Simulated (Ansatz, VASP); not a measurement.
**One calculation of Mo, two programs**

```xyz
1
Lattice="-1.5764 1.5764 1.5764 1.5764 -1.5764 1.5764 1.5764 1.5764 -1.5764" Properties=species:S:1:pos:R:3 pbc="T T T"
Mo    0.0000    0.0000    0.0000
```

Alike in both runs: functional r2SCAN; k mesh 14 × 14 × 14; occupations fermi-dirac, width 0.1 eV; no spin polarisation.

Ansatz relaxed the structure, and its values are those at the end. VASP's run is a single point on that final structure, the one shown.

```csv
,VASP,Ansatz
version,VASP 6.6.1,Ansatz 0.2.0
potentials or method,"VASP PAW PBE potentials, release 64 (Mo_sv), cutoff 520 eV","plane waves (500 eV) with PAW, scalar-relativistic"
valence electrons in the cell,14,14
```

|  | VASP | Ansatz | Ansatz less VASP |
| --- | --- | --- | --- |
| pressure (GPa) | 1.1 | 0.0 | -1.14 |

VASP's potentials were made for PBE, not for r2SCAN.
